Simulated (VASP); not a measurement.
# Ni (Fm-3m) in VASP: a series of runs, part 2 of 2

VASP 6.6.1.

**4. Electric field gradients, LDA, collinear spin, ferromagnetic start (11.27 Å³/atom)**

This run uses another cell than the first one, of 11.27 Å³/atom.

File INCAR:

```
SYSTEM = Ni
  PREC = Accurate
  ENCUT = 520
  EDIFF = 1E-8
  ISMEAR = -1
  SIGMA = 0.05
  LREAL = .FALSE.
  LASPH = .TRUE.
  NELM = 150
  ALGO = Normal
  ISIF = 2
  LWAVE = .FALSE.
  LCHARG = .FALSE.
  ISPIN = 2
  MAGMOM = 1.5
  LORBIT = 11
  LMAXMIX = 4
  LEFG = .TRUE.
  NBANDS = 15
```

File KPOINTS:

```
regular mesh
0
G
  20 20 20
  0 0 0
```

File POSCAR:

```
Ni
1.0
    0.0000000000      1.7796586194      1.7796586194
    1.7796586194      0.0000000000      1.7796586194
    1.7796586194      1.7796586194      0.0000000000
Ni
1
Direct
    0.0000000000      0.0000000000      0.0000000000
```

Potentials or basis: VASP PAW LDA potentials, release 64 (Ni).

Started as:

```sh
cat potpaw_LDA.64/Ni/POTCAR > POTCAR
mpirun -np 1 vasp_std > vasp.out
```

OUTCAR:

```text
SYSTEM = Ni
   PREC = Accurate
   ENCUT = 520
   EDIFF = 1E-8
   ISMEAR = -1
   LREAL = .FALSE.
   LASPH = .TRUE.
   NELM = 150
   ISIF = 2
   ISPIN = 2
   LORBIT = 11

 ion  position               nearest neighbor table
   1  0.000  0.000  0.000-

  LATTYP: Found a face centered cubic cell.
 ALAT       =     3.5593172388

  Lattice vectors:

 A1 = (   0.0000000000,   1.7796586194,   1.7796586194)
 A2 = (   1.7796586194,   0.0000000000,   1.7796586194)
[... 1096 lines left out ...]

 Electric field gradients (V/A^2)
---------------------------------------------------------------------
 ion       V_xx      V_yy      V_zz      V_xy      V_xz      V_yz
---------------------------------------------------------------------
   1       0.000    -0.000     0.000    -0.001    -0.001    -0.001
---------------------------------------------------------------------

 Electric field gradients after diagonalization (V/A^2)
 (convention: |V_zz| > |V_xx| > |V_yy|)
----------------------------------------------------------------------
 ion       V_xx      V_yy      V_zz     asymmetry (V_yy - V_xx)/ V_zz
----------------------------------------------------------------------
   1       0.001     0.001    -0.003       0.000
----------------------------------------------------------------------

           NMR quadrupolar parameters

 Cq : quadrupolar parameter    Cq=e*Q*V_zz/h
 eta: asymmetry parameters     (V_yy - V_xx)/ V_zz
 Q  : nuclear electric quadrupole moment in mb (millibarn)
----------------------------------------------------------------------
 ion       Cq(MHz)       eta       Q (mb)
----------------------------------------------------------------------
   1      -0.000       0.000       1.000
----------------------------------------------------------------------

 total charge

# of ion       s       p       d       tot
------------------------------------------
    1        0.485   0.465   8.310   9.260

 magnetization (x)

# of ion       s       p       d       tot
------------------------------------------
    1       -0.005  -0.018   0.644   0.621
```

stdout:

```text
POSCAR found type information on POSCAR Ni
 POSCAR found :  1 types and       1 ions
 scaLAPACK will be used
 LDA part: xc-table for (Slater(with rela. corr.)+CA(PZ))
 , standard interpolation
 POSCAR, INCAR and KPOINTS ok, starting setup
 FFT: planning ... GRIDC
 FFT: planning ... GRID_SOFT
 FFT: planning ... GRID
 WAVECAR not read
 entering main loop
ion   1
```

Run time: 2.1 min. Hardware: 1 thread of Intel Xeon 8259CL, shared host; peak memory 0.18 GiB.

What came out:

```yaml
Free_energy: -6.4899 eV
Pressure: -22.1 GPa
Net_moment: 0.61 μB per cell
Site_moments: Ni +0.62 μB
Largest_electric_field_gradient_by_atom: zero within the noise of the run
Valence_electrons_inside_the_program's_atomic_spheres: Ni 9.26
```

Caveat: the cell stands under tension.

**5. Electric field gradients, LDA, collinear spin, ferromagnetic start (11.72 Å³/atom)**

This run uses another cell than the first one, of 11.72 Å³/atom.

File INCAR:

```
ALGO = Normal
EDIFF = 1E-8
ENCUT = 520
ISIF = 2
ISMEAR = -1
ISPIN = 2
LASPH = T
LCHARG = F
LEFG = T
LMAXMIX = 4
LORBIT = 11
LREAL = F
LWAVE = F
MAGMOM = 1.5
NBANDS = 15
NELM = 150
PREC = Accurate
SIGMA = 0.05
```

File KPOINTS:

```
k-points
0
Gamma
  20 20 20
```

File POSCAR:

```
Ni
1.0
    0.0000000000      1.8026244894      1.8026244894
    1.8026244894      0.0000000000      1.8026244894
    1.8026244894      1.8026244894      0.0000000000
Ni
1
Direct
    0.0000000000      0.0000000000      0.0000000000
```

Potentials or basis: VASP PAW LDA potentials, release 64 (Ni).

Started as:

```sh
cat potpaw_LDA.64/Ni/POTCAR > POTCAR
mpirun -np 1 vasp_std > vasp.out
```

OUTCAR:

```text
EDIFF = 1E-8
   ENCUT = 520
   ISIF = 2
   ISMEAR = -1
   ISPIN = 2
   LASPH = T
   LORBIT = 11
   LREAL = F
   NELM = 150
   PREC = Accurate

 ion  position               nearest neighbor table
   1  0.000  0.000  0.000-

  LATTYP: Found a face centered cubic cell.
 ALAT       =     3.6052489788

  Lattice vectors:

 A1 = (   0.0000000000,   1.8026244894,   1.8026244894)
[... 1096 lines left out ...]
  free  energy   TOTEN  =        -6.4222386735 eV

  energy  without entropy=       -6.4056684723  energy(sigma->0) =       -6.41395357

 Electric field gradients (V/A^2)
---------------------------------------------------------------------
 ion       V_xx      V_yy      V_zz      V_xy      V_xz      V_yz
---------------------------------------------------------------------
   1      -0.000    -0.000     0.000    -0.000    -0.000    -0.000
---------------------------------------------------------------------

 Electric field gradients after diagonalization (V/A^2)
 (convention: |V_zz| > |V_xx| > |V_yy|)
----------------------------------------------------------------------
 ion       V_xx      V_yy      V_zz     asymmetry (V_yy - V_xx)/ V_zz
----------------------------------------------------------------------
   1       0.000     0.000    -0.001       0.000
----------------------------------------------------------------------

           NMR quadrupolar parameters

 Cq : quadrupolar parameter    Cq=e*Q*V_zz/h
 eta: asymmetry parameters     (V_yy - V_xx)/ V_zz
 Q  : nuclear electric quadrupole moment in mb (millibarn)
----------------------------------------------------------------------
 ion       Cq(MHz)       eta       Q (mb)
----------------------------------------------------------------------
   1      -0.000       0.000       1.000
----------------------------------------------------------------------

 total charge

# of ion       s       p       d       tot
------------------------------------------
    1        0.470   0.434   8.296   9.200

 magnetization (x)

# of ion       s       p       d       tot
------------------------------------------
    1       -0.005  -0.018   0.652   0.629
```

stdout:

```text
POSCAR found type information on POSCAR Ni
 POSCAR found :  1 types and       1 ions
 scaLAPACK will be used
 LDA part: xc-table for (Slater(with rela. corr.)+CA(PZ))
 , standard interpolation
 POSCAR, INCAR and KPOINTS ok, starting setup
 FFT: planning ... GRIDC
 FFT: planning ... GRID_SOFT
 FFT: planning ... GRID
 WAVECAR not read
 entering main loop
ion   1
```

Run time: 1.9 min. Hardware: 1 thread of Intel Xeon 8259CL, shared host; peak memory 0.18 GiB.

Results:

| Property | Result |
| --- | --- |
| Free energy | -6.4222 eV |
| Pressure | -26.8 GPa |
| Net moment | 0.62 μB per cell |
| Site moments | Ni +0.63 μB |
| Largest electric field gradient by atom | zero within the noise of the run |
| Valence electrons inside the program's atomic spheres | Ni 9.20 |

Caveat: the cell stands under tension.

**6. Overview**

| cell | gap on the mesh (eV) | pressure (GPa) | moment (μB) |
| --- | --- | --- | --- |
| a = 2.500 Å, angles 60.0°, 1 atom | none | -19.3 | 0.61 |
| a = 2.517 Å, angles 60.0°, 1 atom | none | -22.1 | 0.61 |
| a = 2.549 Å, angles 60.0°, 1 atom | none | -26.8 | 0.62 |

Alike in all rows: task electric field gradients; level LDA; potentials or basis VASP PAW LDA potentials, release 64 (Ni); spin collinear, ferromagnetic start; k mesh 20 × 20 × 20; cutoff (eV) 520; smearing fermi-dirac 0.05 eV.

Caveats: the cell stands under tension.

Absolute energies hang on the potentials; compare differences alone.
